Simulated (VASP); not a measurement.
Write the native input for VASP 6.6.1 that does the following.

* Task: single point
* Functional: PBE
* Potentials or basis: VASP PAW PBE potentials, release 64 (Ir)
* Cutoff: 520 eV
* k mesh: 10 × 10 × 6
* Occupations: fermi-dirac, width 0.05 eV
* Spin: no spin polarisation
* Dipole correction: no
* Further INCAR settings: ALGO = Fast; EDIFF = 1e-06; NBANDS = 16

The structure of Ir lies in POSCAR:

```
Ir
1.0
    2.7513778946      0.0000000000      0.0000000000
   -1.3756889473      2.3827631521      0.0000000000
    0.0000000000      0.0000000000      4.4622900000
Ir
2
Direct
    0.3333333333      0.6666666667      0.2500000000
    0.6666666667      0.3333333333      0.7500000000
```

One way to write it, as run:

INCAR

```
PREC     = Accurate       # precision mode
ENCUT    = 520            # plane-wave cutoff, eV
EDIFF    = 1E-6           # SCF threshold, eV
ISMEAR   = -1             # smearing method
SIGMA    = 0.05           # smearing width, eV
LREAL    = False          # projectors in reciprocal space
LASPH    = True           # aspherical terms in the spheres
NELM     = 80             # most SCF steps
ALGO     = Fast           # electronic algorithm
ISIF     = 2              # what is computed and relaxed
LWAVE    = False          # write WAVECAR
LCHARG   = False          # write CHGCAR
GGA      = PE             # functional
NBANDS   = 16             # bands
```

KPOINTS

```
Automatic mesh
0
Gamma
  10 10 6
```

Potentials or basis: VASP PAW PBE potentials, release 64 (Ir).

Command:

```console
$ cat potpaw_PBE.64/Ir/POTCAR > POTCAR
$ mpirun -np 1 vasp_std > vasp.out
```

Results of the run:

```yaml
Pressure: -0.3 GPa
Band_gap_on_the_k_mesh: zero (band 9 reaches 10.87 eV, above the bottom of band 10 at 7.86 eV)
```

Caveat: spin-orbit coupling is left out, which moves the levels of the heavy elements.

Run time: 15 s on 1 thread of Intel(R) Xeon(R) 6975P-C (Granite Rapids), on a shared host, peak memory 0.15 GiB.
